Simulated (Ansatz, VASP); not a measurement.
# TiSi: VASP beside Ansatz

```
Ti Si
1.0
     1.78894   -2.08586    0.00000
     1.78894    2.08586    0.00000
     0.00000    0.00000    3.91805
Ti Si
1 1
Direct
  0.50000 0.50000 0.00000
  0.00000 0.00000 0.50000
```

Change from the starting cell: strain -0.015 along x and y, +0.030 along z, atoms carried along.

Alike in both runs: task single point; functional r2SCAN; k mesh 18 × 18 × 12; occupations gaussian, width 0.15 eV; no spin polarisation.

```csv
,VASP,Ansatz
version,VASP 6.6.1,Ansatz 0.2.0
potentials or method,"VASP PAW PBE potentials, release 64 (Ti_sv, Si), cutoff 520 eV","scalar-relativistic, plane waves, PAW"
valence electrons in the cell,16,16
```

```csv
,VASP,Ansatz,Ansatz less VASP
gap on the k mesh at the Fermi level (eV),none,none,-
pressure (GPa),-2.2,-2.6,-0.37
"traceless stress, the component that is largest in VASP (GPa)",-3.50,-3.47,+0.026
```

VASP's potentials were made for PBE, not for r2SCAN. A gap of «none» marks a metal or a gap that the smearing closes. The functional is the same, so the differences come from potentials, cutoffs and numerics.
